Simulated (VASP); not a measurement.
A run of VASP 6.6.1 is set up as follows.

Contents of INCAR:

```
SYSTEM = Au
ALGO = Fast
EDIFF = 1E-7
ENCUT = 520
GGA = PS
ISIF = 2
ISMEAR = 0
LASPH = .True.
LCHARG = .False.
LREAL = .False.
LWAVE = .False.
NBANDS = 18
NELM = 80
PREC = Accurate
SIGMA = 0.1
```

File KPOINTS:

```
k-points
0
Gamma
  18 18 14
  0 0 0
```

File POSCAR:

```
Au
1.0
    1.9806235368      1.9806235368      0.0000000000
   -1.9806235368      1.9806235368      0.0000000000
    0.0000000000      0.0000000000      3.9612470736
Au
2
Direct
    0.0000000000      0.0000000000      0.0000000000
    0.5000000000      0.5000000000      0.5000000000
```

Potentials or basis: VASP PAW PBE potentials, release 64 (Au).

The run is started by

```console
$ cat potpaw_PBE.64/Au/POTCAR > POTCAR
$ mpirun -np 1 vasp_std > vasp.out
```

Task: Predict the band gap on the k mesh.

Result: Zero (bands 11 and 12 overlap by 8.02 eV).

Task: Estimate the pressure.

Result: 20.2 GPa.

Caveat: the cell differs from its parent crystal (equal strain along all axes, cell held: -3.0 %); the cell stands under pressure; the PAW data sets were made with another functional, which shifts forces and pressure a little; spin-orbit coupling is left out, which moves the levels of the heavy elements.
